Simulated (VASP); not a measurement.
# Sn2Ge (Fm-3m) in VASP: notebook

The runs below take Sn2Ge through relaxation of cell and atoms, single point, with LDA.

All numbers are computed with VASP 6.6.1; they aren't measurements. Logs are shortened: lines on timing, memory, paths and dates and some standing lists are left out, and cuts for length are marked.

**1. The cell of the first run**

It takes space group Fm-3m (No. 225, cubic). Conventional cell: a = 6.792 Å, b = 6.792 Å, c = 6.792 Å, α = 90.00°, β = 90.00°, γ = 90.00°. Sn (site symmetry -43m) has 4 Ge at 2.94 Å and 6 Sn at 3.40 Å within 3.9 Å. Within 3.9 Å of Ge (site symmetry m-3m) lie 8 Sn at 2.94 Å.

**2. Relaxation of cell and atoms, LDA**

File INCAR:

```
PREC = Accurate
ENCUT = 600
EDIFF = 1E-7
ISMEAR = -1
SIGMA = 0.15
LREAL = F
LASPH = T
NELM = 100
ALGO = Normal
ISIF = 3
LWAVE = F
LCHARG = F
GGA = CA
IBRION = 2
NSW = 80
EDIFFG = -0.001
```

File KPOINTS:

```
regular mesh
0
Gamma
  12 12 12
```

File POSCAR:

```
Sn2Ge
1.0
    0.0000000000      3.3958313250      3.3958313250
    3.3958313250      0.0000000000      3.3958313250
    3.3958313250      3.3958313250      0.0000000000
Sn Ge
2 1
Direct
    0.7500000000      0.7500000000      0.7500000000
    0.2500000000      0.2500000000      0.2500000000
    0.0000000000      0.0000000000      0.0000000000
```

Potentials or basis: VASP PAW LDA potentials, release 64 (Sn_d, Ge_d).

The run is started by

```sh
cat potpaw_LDA.64/Sn_d/POTCAR potpaw_LDA.64/Ge_d/POTCAR > POTCAR
mpirun -np 1 vasp_std > vasp.out
```

OUTCAR:

```text
PREC = Accurate
   ENCUT = 600
   EDIFF = 1E-7
   ISMEAR = -1
   LREAL = F
   LASPH = T
   NELM = 100
   ISIF = 3
   GGA = CA
   IBRION = 2
   NSW = 80
   EDIFFG = -0.001

 ion  position               nearest neighbor table
   1  0.750  0.750  0.750-   3 2.94   3 2.94   3 2.94   3 2.94   2 3.40   2 3.40   2 3.40   2 3.40
                             2 3.40   2 3.40
   2  0.250  0.250  0.250-   3 2.94   3 2.94   3 2.94   3 2.94   1 3.40   1 3.40   1 3.40   1 3.40
                             1 3.40   1 3.40
   3  0.000  0.000  0.000-   1 2.94   1 2.94   1 2.94   1 2.94   2 2.94   2 2.94   2 2.94   2 2.94

  LATTYP: Found a face centered cubic cell.
 ALAT       =     6.7916626500

  Lattice vectors:

 A1 = (   0.0000000000,   3.3958313250,   3.3958313250)
 A2 = (   3.3958313250,   0.0000000000,   3.3958313250)
 A3 = (   3.3958313250,   3.3958313250,   0.0000000000)

Analysis of symmetry for initial positions (statically):
=====================================================================
 Subroutine PRICEL returns:
 Original cell was already a primitive cell.

 Routine SETGRP: Setting up the symmetry group for a
 face centered cubic supercell.

 Subroutine GETGRP returns: Found 48 space group operations
 (whereof 48 operations were pure point group operations)
 out of a pool of 48 trial point group operations.

The static configuration has the point symmetry O_h .

Analysis of symmetry for dynamics (positions and initial velocities):
=====================================================================
 Subroutine PRICEL returns:
 Original cell was already a primitive cell.

 Routine SETGRP: Setting up the symmetry group for a
 face centered cubic supercell.

 Subroutine GETGRP returns: Found 48 space group operations
 (whereof 48 operations were pure point group operations)
 out of a pool of 48 trial point group operations.

The dynamic configuration has the point symmetry O_h .

 Subroutine INISYM returns: Found 48 space group operations
 (whereof 48 operations are pure point group operations),
 and found     1 'primitive' translations

----------------------------------------------------------------------------------------

                                     Primitive cell

  volume of cell :      78.3192

  direct lattice vectors                    reciprocal lattice vectors
     0.000000000  3.395831325  3.395831325    -0.147239351  0.147239351  0.147239351
     3.395831325  0.000000000  3.395831325     0.147239351 -0.147239351  0.147239351
     3.395831325  3.395831325  0.000000000     0.147239351  0.147239351 -0.147239351

  length of vectors
     4.802430715  4.802430715  4.802430715     0.255026037  0.255026037  0.255026037

  position of ions in fractional coordinates (direct lattice)
     0.750000000  0.750000000  0.750000000
     0.250000000  0.250000000  0.250000000
     0.000000000  0.000000000  0.000000000

  ion indices of the primitive-cell ions
   primitive index   ion index
                 1           1
                 2           2
                 3           3

----------------------------------------------------------------------------------------

 KPOINTS: regular mesh

Automatic generation of k-mesh.
 Grid dimensions read from file:
 generate k-points for:   12   12   12

 Generating k-lattice:

  Cartesian coordinates                     Fractional coordinates (reciprocal lattice)
    -0.012269946  0.012269946  0.012269946     0.083333333  0.000000000  0.000000000
     0.012269946 -0.012269946  0.012269946     0.000000000  0.083333333  0.000000000
     0.012269946  0.012269946 -0.012269946     0.000000000  0.000000000  0.083333333

  Length of vectors
     0.021252170  0.021252170  0.021252170

  Shift w.r.t. Gamma in fractional coordinates (k-lattice)
     0.000000000  0.000000000  0.000000000

 Subroutine IBZKPT returns following result:
 ===========================================

 Found     72 irreducible k-points:

 Following reciprocal coordinates:
            Coordinates               Weight
  0.000000  0.000000  0.000000      1.000000
  0.083333  0.000000  0.000000      8.000000
  0.166667  0.000000  0.000000      8.000000
  0.250000  0.000000  0.000000      8.000000
  0.333333  0.000000  0.000000      8.000000
  0.416667  0.000000  0.000000      8.000000
[... 16 lines left out ...]
  0.500000  0.166667  0.000000     24.000000
 -0.416667  0.166667  0.000000     24.000000
 [... further k-points ...]
   k-points           NKPTS =     72   k-points in BZ     NKDIM =     72   number of bands    NBANDS=     25
   number of dos      NEDOS =    301   number of ions     NIONS =      3
   total plane-waves  NPLWV =  64000
   dimension x,y,z NGX =    40 NGY =   40 NGZ =   40
   dimension x,y,z NGXF=    80 NGYF=   80 NGZF=   80
   ions per type =               2   1
   NGX,Y,Z   is equivalent  to a cutoff of  13.85, 13.85, 13.85 a.u.
   NGXF,Y,Z  is equivalent  to a cutoff of  27.69, 27.69, 27.69 a.u.
 SYSTEM =  unknown system
   PREC   = accura    normal or accurate (medium, high low for compatibility)
   ISTART =      0    job   : 0-new  1-cont  2-samecut
   ICHARG =      2    charge: 1-file 2-atom 10-const
   ISPIN  =      1    spin polarized calculation?
   LNONCOLLINEAR =      F non collinear calculations
   LSORBIT =      F    spin-orbit coupling
   LASPH  =      T    aspherical Exc in radial PAW
   ENCUT  =  600.0 eV  44.10 Ry    6.64 a.u.   9.59  9.59  9.59*2*pi/ulx,y,z
   NELM   =    100;   NELMIN=  2; NELMDL= -5     # of ELM steps
   EDIFF  = 0.1E-06   stopping-criterion for ELM
   LREAL  =      F    real-space projection
   EDIFFG = -.1E-02   stopping-criterion for IOM
   NSW    =     80    number of steps for IOM
   IBRION =      2    ionic relax: 0-MD 1-quasi-New 2-CG
   NFREE  =      1    steps in history (QN), initial steepest desc. (CG)
   ISIF   =      3    stress and relaxation
   ISYM   =      2    0-nonsym 1-usesym 2-fastsym
   POTIM  = 0.5000    time-step for ionic-motion
   TEBEG  =    0.0;   TEEND  =   0.0 temperature during run
   PSTRESS=    0.0 pullay stress
   NELECT =      42.0000    total number of electrons
   NUPDOWN=      -1.0000    fix difference up-down
   EMIN   =  10.00;   EMAX   =-10.00  energy-range for DOS
   EFERMI =   0.00;   METHOD = LEGACY
   ISMEAR =    -1;   SIGMA  =   0.15  broadening in eV -4-tet -1-fermi 0-gaus
   EFERMI_NEDOS =   21; number of points for ismear=-14 and -15
   IALGO  =     38    algorithm
   IMIX   =      4    mixing-type and parameters
     AMIX     =   0.40;   BMIX     =  1.00
     AMIX_MAG =   1.60;   BMIX_MAG =  1.00
  volume/ion in A,a.u.               =      26.11       176.17
  Fermi-wavevector in a.u.,A,eV,Ry     =   1.330052  2.513433 24.069213  1.769037
  Thomas-Fermi vector in A             =   2.459168
   LORBIT       =      0    0 simple, 1 ext, 2 COOP (PROOUT), +10 PAW based schemes
   GGA     = CA    functional components
   LHFCALC =     F    Hartree Fock is set to
   AEXX    =    0.0000 exact exchange contribution
   IVDW    =     0    specifies the selected vdW correction
   LEPSILON=     F    determine dielectric tensor
   LRPA    =     F    only Hartree local field effects (RPA)
 conjugate gradient relaxation of ions
 non-spin polarized calculation
  energy-cutoff  :      600.00
  volume of cell :       78.32
 maximum number of plane-waves:      2667
   NGX = 19   NGY = 19   NGZ = 19

--------------------------------------- Ionic step        1  -------------------------------------------

 number of electron      42.0000017 magnetization

 Free energy of the ion-electron system (eV)
  ---------------------------------------------------
  ext. energy  EPLUGINS =         0.00000000
  ---------------------------------------------------
  free energy    TOTEN  =       -13.69451475 eV

  energy without entropy =      -13.59908339  energy(sigma->0) =      -13.64679907

------------------------ aborting loop because EDIFF is reached ----------------------------------------

  FORCE on cell =-STRESS in cart. coord.  units (eV):
  Direction    XX          YY          ZZ          XY          YZ          ZX
  --------------------------------------------------------------------------------------
  -------------------------------------------------------------------------------------
  Total        0.1093899      0.1093899      0.1093899     -0.0000000      0.0000000      0.0000000
  in kB        2.2377907      2.2377907      2.2377907     -0.0000000      0.0000000      0.0000000
  external PRESSURE =       2.2377907 kB  Pullay stress =       0.0000000 kB
[... 170 lines left out ...]
  energy  without entropy=      -13.5990386417  energy(sigma->0) =      -13.64689315

--------------------------------------- Ionic step        6  -------------------------------------------

 number of electron      42.0000017 magnetization

 Free energy of the ion-electron system (eV)
  ---------------------------------------------------
  ext. energy  EPLUGINS =         0.00000000
  ---------------------------------------------------
  free energy    TOTEN  =       -13.69474792 eV

  energy without entropy =      -13.59904934  energy(sigma->0) =      -13.64689863

 E-fermi :   6.6957     XC(G=0): -10.3525

 val. band max:        6.6734653724   @ k =   0.2500   0.0000   0.0000
 cond. band min:       6.7195029614   @ k =  -0.4167   0.0833   0.0000
 fundamental gap:      0.0460375890
 Fermi energy:         6.6956535996

 k-point     1 :       0.0000    0.0000    0.0000
  band No.  band energies     occupation
      1     -17.9832      2.00000
      2     -17.9832      2.00000
      3     -17.9832      2.00000
      4     -17.9699      2.00000
      5     -17.9699      2.00000
      6     -14.8066      2.00000
[... 661 lines left out ...]
     24       9.3178      0.00000
     25      10.6756      0.00000

 [... further k-points ...]

------------------------ aborting loop because EDIFF is reached ----------------------------------------

  FORCE on cell =-STRESS in cart. coord.  units (eV):
  Direction    XX          YY          ZZ          XY          YZ          ZX
  --------------------------------------------------------------------------------------
  -------------------------------------------------------------------------------------
  Total        0.0001965      0.0001965      0.0001965      0.0000000      0.0000000      0.0000000
  in kB        0.0040030      0.0040030      0.0040030      0.0000000      0.0000000      0.0000000
  external PRESSURE =       0.0040030 kB  Pullay stress =       0.0000000 kB
[... 18 lines left out ...]
  FREE ENERGIE OF THE ION-ELECTRON SYSTEM (eV)
  ---------------------------------------------------
  free  energy   TOTEN  =       -13.6947479178 eV

  energy  without entropy=      -13.5990493373  energy(sigma->0) =      -13.64689863

 reached required accuracy - stopping structural energy minimisation
```

Run time: 4.8 min. Hardware: 1 thread of Intel Xeon 6975P-C (Granite Rapids), shared host; peak memory 0.31 GiB.

Results:

```yaml
Free_energy: -13.6947 eV
Relaxed_volume: 26.22 Å³/atom
Relaxed_cell: a = 4.809 Å, b = 4.809 Å, c = 4.809 Å, α = 60.00°, β = 60.00°, γ = 60.00°
Space_group_after_relaxing_to_0.05_Å: Fm-3m (No. 225)
Energy_gained_by_relaxing: 0.1 meV/atom
Ionic_steps: 6
Pressure_after_relaxing: 0.0 GPa
Band_gap_on_the_k_mesh: zero (band 21 reaches 7.52 eV, above the bottom of band 22 at 5.72 eV)
```

The path:
```csv
step,energy change (eV),largest force (eV/Å),pressure (GPa),volume (Å³)
1,0.0000,0.0000,0.22,78.32
2,-0.0002,0.0000,-0.06,78.73
3,-0.0002,0.0000,0.03,78.65
4,-0.0002,0.0000,-0.02,78.67
5,-0.0002,0.0000,-0.01,78.66
6,-0.0002,0.0000,0.00,78.65
```

Final structure:
```
Sn Ge
1.0
     0.00000    3.40058    3.40058
     3.40058    0.00000    3.40058
     3.40058    3.40058    0.00000
Sn Ge
2 1
Direct
  0.75000 0.75000 0.75000
  0.25000 0.25000 0.25000
  0.00000 0.00000 0.00000
```

Caveat: spin-orbit coupling is left out, which moves the levels of the heavy elements.

**3. Single point, LDA**

File INCAR:

```
SYSTEM = Sn2Ge
ALGO     = Normal         ! electronic algorithm
EDIFF    = 1E-6           ! SCF threshold, eV
ENCUT    = 520            ! plane-wave cutoff, eV
GGA      = CA             ! functional
ISIF     = 2              ! what is computed and relaxed
ISMEAR   = 0              ! smearing method
LASPH    = .TRUE.         ! aspherical terms in the spheres
LCHARG   = .FALSE.        ! write CHGCAR
LREAL    = .FALSE.        ! projectors in reciprocal space
LWAVE    = .FALSE.        ! write WAVECAR
NBANDS   = 28             ! bands
NELM     = 60             ! most SCF steps
PREC     = Accurate       ! precision mode
SIGMA    = 0.1            ! smearing width, eV
```

File KPOINTS:

```
k-points
0
G
  6 6 6
  0 0 0
```

File POSCAR:

```
Sn2Ge
1.0
    0.0000000000      3.3958313256      3.3958313256
    3.3958313256      0.0000000000      3.3958313256
    3.3958313256      3.3958313256      0.0000000000
Sn Ge
2 1
Direct
    0.7500000000      0.7500000000      0.7500000000
    0.2500000000      0.2500000000      0.2500000000
    0.0000000000      0.0000000000      0.0000000000
```

Potentials or basis: VASP PAW LDA potentials, release 64 (Sn_d, Ge_d).

The run is started by

```sh
cat potpaw_LDA.64/Sn_d/POTCAR potpaw_LDA.64/Ge_d/POTCAR > POTCAR
mpirun -np 1 vasp_std > vasp.out
```

OUTCAR:

```text
SYSTEM = Sn2Ge
   EDIFF = 1E-6
   ENCUT = 520
   GGA = CA
   ISIF = 2
   ISMEAR = 0
   LASPH = .TRUE.
   LREAL = .FALSE.
   NELM = 60
   PREC = Accurate

 ion  position               nearest neighbor table
   1  0.750  0.750  0.750-   3 2.94   3 2.94   3 2.94   3 2.94   2 3.40   2 3.40   2 3.40   2 3.40
                             2 3.40   2 3.40
   2  0.250  0.250  0.250-   3 2.94   3 2.94   3 2.94   3 2.94   1 3.40   1 3.40   1 3.40   1 3.40
                             1 3.40   1 3.40
[... 684 lines left out ...]
  Direction    XX          YY          ZZ          XY          YZ          ZX
  --------------------------------------------------------------------------------------
  -------------------------------------------------------------------------------------
  Total        0.1843479      0.1843479      0.1843479      0.0000000      0.0000000      0.0000000
  in kB        3.7712085      3.7712085      3.7712085      0.0000000      0.0000000      0.0000000
  external PRESSURE =       3.7712085 kB  Pullay stress =       0.0000000 kB

 VOLUME and BASIS-vectors are now :
 -----------------------------------------------------------------------------
  energy-cutoff  :      520.00
  volume of cell :       78.32
      direct lattice vectors                 reciprocal lattice vectors
     0.000000000  3.395831326  3.395831326    -0.147239351  0.147239351  0.147239351
     3.395831326  0.000000000  3.395831326     0.147239351 -0.147239351  0.147239351
     3.395831326  3.395831326  0.000000000     0.147239351  0.147239351 -0.147239351

 POSITION                                       TOTAL-FORCE (eV/Angst)
 -----------------------------------------------------------------------------------
      5.09375      5.09375      5.09375         0.000000      0.000000      0.000000
      1.69792      1.69792      1.69792        -0.000000     -0.000000     -0.000000
      0.00000      0.00000      0.00000         0.000000      0.000000      0.000000
 -----------------------------------------------------------------------------------
    total drift:                                0.000000      0.000000      0.000000

  FREE ENERGIE OF THE ION-ELECTRON SYSTEM (eV)
  ---------------------------------------------------
  free  energy   TOTEN  =       -13.6188728845 eV

  energy  without entropy=      -13.6060004483  energy(sigma->0) =      -13.61243667
```

stdout:

```text
POSCAR found type information on POSCAR SnGe
 POSCAR found :  2 types and       3 ions
 scaLAPACK will be used
 LDA part: xc-table for (Slater(with rela. corr.)+CA(PZ))
 , standard interpolation
 POSCAR, INCAR and KPOINTS ok, starting setup
 FFT: planning ... GRIDC
 FFT: planning ... GRID_SOFT
 FFT: planning ... GRID
 WAVECAR not read
 entering main loop
```

It took 42 s on 1 thread of Intel Xeon Platinum 8375C at 2.90GHz (Ice Lake), shared host; peak memory 0.18 GiB.

Results:

```
Free energy            : -13.6189 eV
Pressure               : 0.4 GPa
Band gap on the k mesh : zero (band 21 reaches 7.59 eV, above the bottom of band 22 at 5.78 eV)
```

Caveat: spin-orbit coupling is left out, which moves the levels of the heavy elements.

**4. Relaxation of cell and atoms, LDA**

This run uses another cell than the first one, of 20.70 Å³/atom, 0.793 times its volume.

File INCAR:

```
SYSTEM = Sn2Ge
  PREC = Accurate
  ENCUT = 600
  EDIFF = 1E-7
  ISMEAR = 0
  SIGMA = 0.1
  LREAL = .FALSE.
  LASPH = .TRUE.
  NELM = 80
  ALGO = Normal
  ISIF = 3
  LWAVE = .FALSE.
  LCHARG = .FALSE.
  IBRION = 2
  NSW = 100
  EDIFFG = -0.05
```

File KPOINTS:

```
Automatic mesh
0
G
  6 6 6
  0 0 0
```

File POSCAR:

```
Sn2Ge
1.0
    0.0000000000      3.1429694073      3.1429694073
    3.1429694073      0.0000000000      3.1429694073
    3.1429694073      3.1429694073      0.0000000000
Sn Ge
2 1
Direct
    0.7500000000      0.7500000000      0.7500000000
    0.2500000000      0.2500000000      0.2500000000
    0.0000000000      0.0000000000      0.0000000000
```

The run is started by

```sh
cat potpaw_LDA.64/Sn_d/POTCAR potpaw_LDA.64/Ge_d/POTCAR > POTCAR
mpirun -np 1 vasp_std > vasp.out
```

It took 1.8 min on 1 thread of Intel Xeon Platinum 8375C at 2.90GHz (Ice Lake), shared host; peak memory 0.19 GiB.

It converged, with:

- Free energy: -13.6153 eV
- Relaxed volume: 26.32 Å³/atom
- Relaxed cell: a = 4.815 Å, b = 4.815 Å, c = 4.815 Å, α = 60.00°, β = 60.00°, γ = 60.00°
- Space group after relaxing (to 0.05 Å): Fm-3m (No. 225)
- Energy gained by relaxing: 314.4 meV/atom
- Ionic steps: 3
- Pressure after relaxing: -0.1 GPa
- Band gap on the k mesh: zero (band 21 reaches 7.48 eV, above the bottom of band 22 at 5.70 eV)

Step by step:
| step | energy change (eV) | largest force (eV/Å) | pressure (GPa) | volume (Å³) |
| --- | --- | --- | --- | --- |
| 1 | 0.0000 | 0.0000 | 22.31 | 62.09 |
| 2 | -0.6874 | 0.0000 | -5.64 | 91.76 |
| 3 | -0.9431 | 0.0000 | -0.07 | 78.95 |

Final structure:
```yaml
crystal:
  lattice:
    - [0.00000, 3.40492, 3.40492]
    - [3.40492, 0.00000, 3.40492]
    - [3.40492, 3.40492, 0.00000]
  atoms:
    - { symbol: Sn, position: [0.75000, 0.75000, 0.75000] }
    - { symbol: Sn, position: [0.25000, 0.25000, 0.25000] }
    - { symbol: Ge, position: [0.00000, 0.00000, 0.00000] }
```

Levels at points of the mesh, in eV from the Fermi level:
| k point | band 19 | band 20 | band 21 | band 22 | band 23 | band 24 |
| --- | --- | --- | --- | --- | --- | --- |
| (0.00, 0.00, 0.00) | -0.88 | -0.88 | -0.88 | -0.78 | -0.78 | -0.78 |
| (0.50, 0.00, 0.00) | -2.20 | -2.20 | 0.00 | 0.00 | 0.39 | 4.11 |
| (0.50, 0.50, 0.00) | -3.86 | -3.86 | -1.28 | 4.11 | 4.49 | 4.49 |

Caveat: the volume moved by over 15 % at a fixed basis, so the end points are rough; spin-orbit coupling is left out, which moves the levels of the heavy elements.

**5. Summary**

```tsv
task	cell	k mesh	cutoff (eV)	smearing	gap on the mesh (eV)	pressure (GPa)	relaxed volume (Å³/atom)
relaxation of cell and atoms	relaxed from a = 4.802 Å, angles 60.0°, 3 atoms	12 × 12 × 12	600	fermi-dirac 0.15 eV	none	0.0	26.22
single point	a = 4.802 Å, angles 60.0°, 3 atoms	6 × 6 × 6	520	gaussian 0.1 eV	none	0.4	-
relaxation of cell and atoms	relaxed from a = 4.445 Å, angles 60.0°, 3 atoms	6 × 6 × 6	600	gaussian 0.1 eV	none	-0.1	26.32
```

Alike in all rows: level LDA; potentials or basis VASP PAW LDA potentials, release 64 (Sn_d, Ge_d); no spin polarisation.

Caveats: spin-orbit coupling is left out, which moves the levels of the heavy elements; the volume moved by over 15 % at a fixed basis, so the end points are rough (some runs).

Absolute energies hang on the potentials; compare differences alone.
